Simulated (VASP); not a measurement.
Set up this calculation in VASP 6.6.1, as the native input.

```yaml
Task: single point
Functional: PBE
Potentials_or_basis: VASP PAW PBE potentials, release 64 (W_sv, Se)
Cutoff: 520 eV
k_mesh: 14 × 14 × 14
Occupations: gaussian, width 0.1 eV
Spin: collinear spin, ferromagnetic start
Starting_moments: "[2.5, 0.0] μB"
Dipole_correction: no
Further_INCAR_settings: ALGO = Normal; EDIFF = 1e-06; NBANDS = 21
```

The structure of WSe lies in POSCAR:

```
WSe
1.0
    3.3458535747      0.0000000000      0.0000000000
    0.0000000000      3.3458535747      0.0000000000
    0.0000000000      0.0000000000      3.3458535747
W Se
1 1
Direct
    0.0000000000      0.0000000000      0.0000000000
    0.5000000000      0.5000000000      0.5000000000
```

These files were run (other wordings do the same):

INCAR

```
SYSTEM = WSe
PREC = Accurate
ENCUT = 520
EDIFF = 1E-6
ISMEAR = 0
SIGMA = 0.1
LREAL = .False.
LASPH = .True.
NELM = 150
ALGO = Normal
ISIF = 2
LWAVE = .False.
LCHARG = .False.
ISPIN = 2
MAGMOM = 2.5 0
LORBIT = 11
LMAXMIX = 4
GGA = PE
NBANDS = 21
```

KPOINTS

```
Automatic mesh
0
Gamma
  14 14 14
  0 0 0
```

Potentials or basis: VASP PAW PBE potentials, release 64 (W_sv, Se).

The run is started by

```sh
$ cat potpaw_PBE.64/W_sv/POTCAR potpaw_PBE.64/Se/POTCAR > POTCAR
$ mpirun -np 1 vasp_std > vasp.out
```

It gave:

| Property | Result |
| --- | --- |
| Pressure | -23.6 GPa |
| Band gap on the k mesh | zero (filled and empty bands overlap) |
| Net moment | 0.00 μB per cell |
| Valence electrons inside the program's atomic spheres | W 11.67; Se 3.74 |

Caveat: spin-orbit coupling is left out, which moves the levels of the heavy elements.

Run time: 100 s on 1 thread of AMD EPYC 9R45 96-Core Processor (Zen 5), with other jobs on the host, peak memory 0.25 GiB.
